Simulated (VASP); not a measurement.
# Hg (P6_3/mmc) in VASP: a series of runs, part 2 of 2

VASP 6.6.1. The steps go on from the part before.

## 3. Single point, RPBE (107.63 Å³/atom)

This run uses another cell than the first one, of 107.63 Å³/atom.

INCAR

```
SYSTEM = Hg
  ALGO = Normal
  EDIFF = 1E-7
  ENCUT = 520
  GGA = RP
  ISIF = 2
  ISMEAR = -1
  LASPH = .True.
  LCHARG = .True.
  LELF = .True.
  LREAL = .False.
  LVHAR = .True.
  LWAVE = .False.
  NBANDS = 32
  NELM = 100
  PREC = Accurate
  SIGMA = 0.1
```

KPOINTS

```
k-points
0
Gamma
  8 8 2
  0 0 0
```

POSCAR

```
Hg
1.0
    5.3454858830      0.0000000000      0.0000000000
   -2.6727429415      4.6293265702      0.0000000000
    0.0000000000      0.0000000000     17.3983196142
Hg
4
Direct
    0.0000000000      1.0000000000      1.0000000000
    0.0000000000      1.0000000000      0.5000000000
    0.3333333333      0.6666666667      0.2500000000
    0.6666666667      0.3333333333      0.7500000000
```

Potentials or basis: VASP PAW PBE potentials, release 64 (Hg).

Started as:

```sh
$ cat potpaw_PBE.64/Hg/POTCAR > POTCAR
$ mpirun -np 1 vasp_std > vasp.out
```

OUTCAR:

```text
SYSTEM = Hg
   EDIFF = 1E-7
   ENCUT = 520
   GGA = RP
   ISIF = 2
   ISMEAR = -1
   LASPH = .True.
   LREAL = .False.
   NELM = 100
   PREC = Accurate

 ion  position               nearest neighbor table
   1  0.000  0.000  0.000-
   2  0.000  0.000  0.500-
   3  0.333  0.667  0.250-
   4  0.667  0.333  0.750-

  LATTYP: Found a hexagonal cell.
 ALAT       =     5.3454858830
 C/A-ratio  =     3.2547686020

  Lattice vectors:

 A1 = (   5.3454858830,   0.0000000000,   0.0000000000)
 A2 = (  -2.6727429415,   4.6293265702,   0.0000000000)
 A3 = (   0.0000000000,   0.0000000000,  17.3983196142)

Analysis of symmetry for initial positions (statically):
=====================================================================
 Subroutine PRICEL returns:
 Original cell was already a primitive cell.

 Routine SETGRP: Setting up the symmetry group for a
 hexagonal supercell.

 Subroutine GETGRP returns: Found 24 space group operations
 (whereof 12 operations were pure point group operations)
 out of a pool of 24 trial point group operations.

The static configuration has the point symmetry D_3d.
 The point group associated with its full space group is D_6h.

Analysis of symmetry for dynamics (positions and initial velocities):
=====================================================================
 Subroutine PRICEL returns:
 Original cell was already a primitive cell.

 Routine SETGRP: Setting up the symmetry group for a
 hexagonal supercell.

 Subroutine GETGRP returns: Found 24 space group operations
[... 113 lines left out ...]
   PSTRESS=    0.0 pullay stress
   NELECT =      48.0000    total number of electrons
   NUPDOWN=      -1.0000    fix difference up-down
   EMIN   =  10.00;   EMAX   =-10.00  energy-range for DOS
   EFERMI =   0.00;   METHOD = LEGACY
   ISMEAR =    -1;   SIGMA  =   0.10  broadening in eV -4-tet -1-fermi 0-gaus
   EFERMI_NEDOS =   21; number of points for ismear=-14 and -15
   IALGO  =     38    algorithm
   IMIX   =      4    mixing-type and parameters
     AMIX     =   0.40;   BMIX     =  1.00
     AMIX_MAG =   1.60;   BMIX_MAG =  1.00
  volume/ion in A,a.u.               =     107.63       726.35
  Fermi-wavevector in a.u.,A,eV,Ry     =   0.787924  1.488961  8.446832  0.620825
  Thomas-Fermi vector in A             =   1.892763
   LORBIT       =      0    0 simple, 1 ext, 2 COOP (PROOUT), +10 PAW based schemes
   GGA     = RP    functional components
   LHFCALC =     F    Hartree Fock is set to
   AEXX    =    0.0000 exact exchange contribution
   IVDW    =     0    specifies the selected vdW correction
   LEPSILON=     F    determine dielectric tensor
   LRPA    =     F    only Hartree local field effects (RPA)
 non-spin polarized calculation
  energy-cutoff  :      520.00
  volume of cell :      430.54
 maximum number of plane-waves:     11630
 NGX is ok and might be reduce to    40
   NGX = 19   NGY = 19   NGZ = 65

 number of electron      47.9999999 magnetization

 Free energy of the ion-electron system (eV)
  ---------------------------------------------------
  ext. energy  EPLUGINS =         0.00000000
  ---------------------------------------------------
  free energy    TOTEN  =        -0.14298497 eV

  energy without entropy =       -0.14298497  energy(sigma->0) =       -0.14298497

 E-fermi :  -2.7740     XC(G=0):  -4.3947

 val. band max:       -5.0270788122   @ k =   0.2500   0.2500   0.0000
 cond. band min:      -0.7731567249   @ k =   0.0000   0.0000   0.0000
 fundamental gap:      4.2539220873
 Fermi energy:        -2.7739515031

 k-point     1 :       0.0000    0.0000    0.0000
  band No.  band energies     occupation
      1      -8.3387      2.00000
      2      -8.3385      2.00000
      3      -8.3385      2.00000
      4      -8.3380      2.00000
      5      -8.3380      2.00000
      6      -8.3379      2.00000
[... 689 lines left out ...]
     31       0.6077      0.00000
     32       0.6077      0.00000

------------------------ aborting loop because EDIFF is reached ----------------------------------------

  FORCE on cell =-STRESS in cart. coord.  units (eV):
  Direction    XX          YY          ZZ          XY          YZ          ZX
  --------------------------------------------------------------------------------------
  -------------------------------------------------------------------------------------
  Total       -0.0711114     -0.0711114     -0.0677565     -0.0000000      0.0000000     -0.0000000
  in kB       -0.2646291     -0.2646291     -0.2521444     -0.0000000      0.0000000     -0.0000000
  external PRESSURE =      -0.2604675 kB  Pullay stress =       0.0000000 kB

 VOLUME and BASIS-vectors are now :
 -----------------------------------------------------------------------------
  energy-cutoff  :      520.00
  volume of cell :      430.54
      direct lattice vectors                 reciprocal lattice vectors
     5.345485883  0.000000000  0.000000000     0.187073733  0.108007070  0.000000000
    -2.672742942  4.629326570  0.000000000     0.000000000  0.216014140  0.000000000
     0.000000000  0.000000000 17.398319614     0.000000000  0.000000000  0.057476815

 POSITION                                       TOTAL-FORCE (eV/Angst)
 -----------------------------------------------------------------------------------
      0.00000      0.00000      0.00000         0.000000      0.000000      0.000000
      0.00000      0.00000      8.69916         0.000000      0.000000      0.000000
     -0.00000      3.08622      4.34958         0.000000      0.000000      0.000000
      2.67274      1.54311     13.04874        -0.000000     -0.000000     -0.000000
 -----------------------------------------------------------------------------------
    total drift:                                0.000000     -0.000000      0.000000

  FREE ENERGIE OF THE ION-ELECTRON SYSTEM (eV)
  ---------------------------------------------------
  free  energy   TOTEN  =        -0.1429849734 eV

  energy  without entropy=       -0.1429849714  energy(sigma->0) =       -0.14298497
```

OSZICAR:

```text
N       E                     dE             d eps       ncg     rms          rms(c)
DAV:   1     0.325786747410E+03    0.32579E+03   -0.17715E+04  1280   0.115E+03
DAV:   2     0.210845642053E+02   -0.30470E+03   -0.27955E+03  1664   0.259E+02
DAV:   3     0.220112113739E-01   -0.21063E+02   -0.20940E+02  1472   0.715E+01
DAV:   4    -0.142227470672E+00   -0.16424E+00   -0.16418E+00  1408   0.693E+00
DAV:   5    -0.144305568462E+00   -0.20781E-02   -0.20779E-02  1464   0.674E-01    0.464E-01
DAV:   6    -0.143144332143E+00    0.11612E-02   -0.54564E-03  1424   0.521E-01    0.108E-01
DAV:   7    -0.143041295415E+00    0.10304E-03   -0.38455E-04  1432   0.138E-01    0.490E-02
DAV:   8    -0.142973247755E+00    0.68048E-04   -0.15743E-04  1376   0.954E-02    0.838E-03
DAV:   9    -0.142984146336E+00   -0.10899E-04   -0.59846E-06  1504   0.155E-02    0.172E-03
DAV:  10    -0.142984891964E+00   -0.74563E-06   -0.13815E-06  1160   0.545E-03    0.173E-04
DAV:  11    -0.142984973397E+00   -0.81433E-07   -0.21931E-08  1080   0.936E-04
   1 F= -.14298497E+00 E0= -.14298497E+00  d E =-.200017E-08
```

stdout:

```text
POSCAR found type information on POSCAR Hg
 POSCAR found :  1 types and       4 ions
 scaLAPACK will be used
 -----------------------------------------------------------------------------
|                                                                             |
|                                                                             |
|     You enforced a specific xc type in the INCAR file but a different       |
|     I HOPE YOU KNOW WHAT YOU ARE DOING!                                     |
|                                                                             |
 -----------------------------------------------------------------------------

 LDA part: xc-table for (Slater+PW92), standard interpolation
 POSCAR, INCAR and KPOINTS ok, starting setup
 FFT: planning ... GRIDC
 FFT: planning ... GRID_SOFT
 FFT: planning ... GRID
 WAVECAR not read
 entering main loop
```

Run time: 5.8 min. Hardware: 1 thread of Intel Xeon 8259CL, shared host; peak memory 0.59 GiB.

Results:

- Free energy: -0.1430 eV
- Pressure: 0.0 GPa
- Band gap on the k mesh: 4.25 eV (least direct gap 4.31 eV)

Levels at points of the mesh, in eV from the valence-band top:
| k point | band 22 | band 23 | band 24 | band 25 | band 26 | band 27 |
| --- | --- | --- | --- | --- | --- | --- |
| (0.00, 0.00, 0.00) | -0.50 | -0.50 | -0.19 | 4.25 | 5.39 | 5.39 |
| (0.50, 0.00, 0.00) | -0.11 | -0.10 | -0.01 | 4.30 | 4.42 | 4.70 |
| (0.00, 0.00, 0.50) | -0.69 | -0.29 | -0.29 | 4.57 | 4.57 | 6.53 |
| (0.50, 0.00, 0.50) | -0.17 | -0.04 | -0.04 | 4.40 | 4.40 | 4.68 |

Caveat: the PAW data sets were made with another functional, which shifts forces and pressure a little; spin-orbit coupling is left out, which moves the levels of the heavy elements.

## 4. Single point, RPBE (111.77 Å³/atom)

This run uses another cell than the first one, of 111.77 Å³/atom.

INCAR

```
PREC     = Accurate       # precision mode
ENCUT    = 520            # plane-wave cutoff, eV
EDIFF    = 1E-6           # SCF threshold, eV
ISMEAR   = -1             # smearing method
SIGMA    = 0.1            # smearing width, eV
LREAL    = False          # projectors in reciprocal space
LASPH    = True           # aspherical terms in the spheres
NELM     = 80             # most SCF steps
ALGO     = Normal         # electronic algorithm
ISIF     = 2              # what is computed and relaxed
LWAVE    = False          # write WAVECAR
LCHARG   = False          # write CHGCAR
GGA      = RP             # functional
NBANDS   = 32             # bands
```

KPOINTS

```
regular mesh
0
Gamma
  8 8 2
```

POSCAR

```
Hg
1.0
    5.4131574452      0.0000000000      0.0000000000
   -2.7065787226      4.6879318622      0.0000000000
    0.0000000000      0.0000000000     17.6185748901
Hg
4
Direct
    0.0000000000      1.0000000000      1.0000000000
    0.0000000000      1.0000000000      0.5000000000
    0.3333333333      0.6666666667      0.2500000000
    0.6666666667      0.3333333333      0.7500000000
```

Started as:

```sh
$ cat potpaw_PBE.64/Hg/POTCAR > POTCAR
$ mpirun -np 1 vasp_std > vasp.out
```

Wall time 6.5 min (1 thread of Intel Xeon 8259CL, shared host); peak memory 0.6 GiB.

Results (log left out):

```yaml
Free_energy: -0.1423 eV
Pressure: 0.0 GPa
Band_gap_on_the_k_mesh: 4.29 eV (least direct gap 4.34 eV)
```

Levels at points of the mesh, in eV from the valence-band top:
```csv
k point,band 20,band 21,band 22,band 23,band 24,band 25,band 26,band 27,band 28,band 29
"(0.00, 0.00, 0.00)",-3.27,-0.70,-0.46,-0.46,-0.17,4.29,5.37,5.38,7.10,7.10
"(0.50, 0.00, 0.00)",-3.27,-0.18,-0.10,-0.09,-0.01,4.33,4.45,4.72,4.89,5.66
"(0.00, 0.00, 0.50)",-3.27,-0.63,-0.63,-0.26,-0.26,4.59,4.59,6.46,6.46,7.15
"(0.50, 0.00, 0.50)",-3.27,-0.16,-0.16,-0.04,-0.04,4.43,4.43,4.71,4.71,5.97
```

Caveat: the PAW data sets were made with another functional, which shifts forces and pressure a little; spin-orbit coupling is left out, which moves the levels of the heavy elements.

## 5. The runs side by side

| task | cell | k mesh | cutoff (eV) | gap on the mesh (eV) | pressure (GPa) |
| --- | --- | --- | --- | --- | --- |
| relaxation of cell and atoms | relaxed from a = 3.195, b = 3.195, c = 10.436 Å, angles 90.0, 90.0, 120.0°, 4 atoms | 11 × 11 × 3 | 600 | 3.99 | 0.0 |
| single point | a = 5.345, b = 5.345, c = 17.398 Å, angles 90.0, 90.0, 120.0°, 4 atoms | 8 × 8 × 2 | 520 | 4.25 | 0.0 |
| single point | a = 5.413, b = 5.413, c = 17.619 Å, angles 90.0, 90.0, 120.0°, 4 atoms | 8 × 8 × 2 | 520 | 4.29 | 0.0 |

Alike in all rows: level RPBE; potentials or basis VASP PAW PBE potentials, release 64 (Hg); no spin polarisation; smearing fermi-dirac 0.1 eV.

Caveats: the PAW data sets were made with another functional, which shifts forces and pressure a little; spin-orbit coupling is left out, which moves the levels of the heavy elements; the volume moved by over 15 % at a fixed basis, so the end points are rough (at least some runs); an odd mesh through Γ misses points on the zone boundary, where band edges can lie (at least some runs).

Absolute energies hang on the potentials; compare differences alone.
